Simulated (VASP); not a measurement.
Set up this calculation in VASP 6.6.1, as the native input.

| Item | Value |
| --- | --- |
| Task | single point |
| Functional | PBEsol |
| Potentials or basis | VASP PAW PBE potentials, release 64 (Sn_d, O) |
| Cutoff | 520 eV |
| k mesh | 12 × 12 × 12 |
| Occupations | gaussian, width 0.05 eV |
| Spin | no spin polarisation |
| Dipole correction | no |
| Further INCAR settings | ALGO = Normal; EDIFF = 1e-06; NBANDS = 20 |

The structure of SnO2 lies in POSCAR:

```
SnO2
1.0
    1.6321500000      0.9423222419      4.7632000000
   -1.6321500000      0.9423222419      4.7632000000
    0.0000000000     -1.8846444837      4.7632000000
Sn O
1 2
Direct
    0.5000000000      0.5000000000      0.5000000000
    0.2414378084      0.2414378084      0.2414378084
    0.7585621916      0.7585621916      0.7585621916
```

One way to write it, as run:

INCAR

```
SYSTEM = SnO2
PREC = Accurate
ENCUT = 520
EDIFF = 1E-6
ISMEAR = 0
SIGMA = 0.05
LREAL = .False.
LASPH = .True.
NELM = 60
ALGO = Normal
ISIF = 2
LWAVE = .False.
LCHARG = .True.
GGA = PS
LELF = .True.
LVHAR = .True.
NBANDS = 20
```

KPOINTS

```
regular mesh
0
Gamma
  12 12 12
  0 0 0
```

Potentials or basis: VASP PAW PBE potentials, release 64 (Sn_d, O).

Run with:

```console
$ cat potpaw_PBE.64/Sn_d/POTCAR potpaw_PBE.64/O/POTCAR > POTCAR
$ mpirun -np 1 vasp_std > vasp.out
```

Results of the run:

The pressure is -11.0 GPa, the largest force is 1.143 eV/Å and the band gap on the k mesh is 1.51 eV (least direct gap 1.52 eV).

Caveat: the cell stands under tension; the PAW data sets were made with another functional, which shifts forces and pressure a little; spin-orbit coupling is left out, which moves the levels of the heavy elements.

It took 4.9 min on 1 thread of AMD EPYC 7R13 Processor (Zen 3) (shared host), peak memory 0.31 GiB.
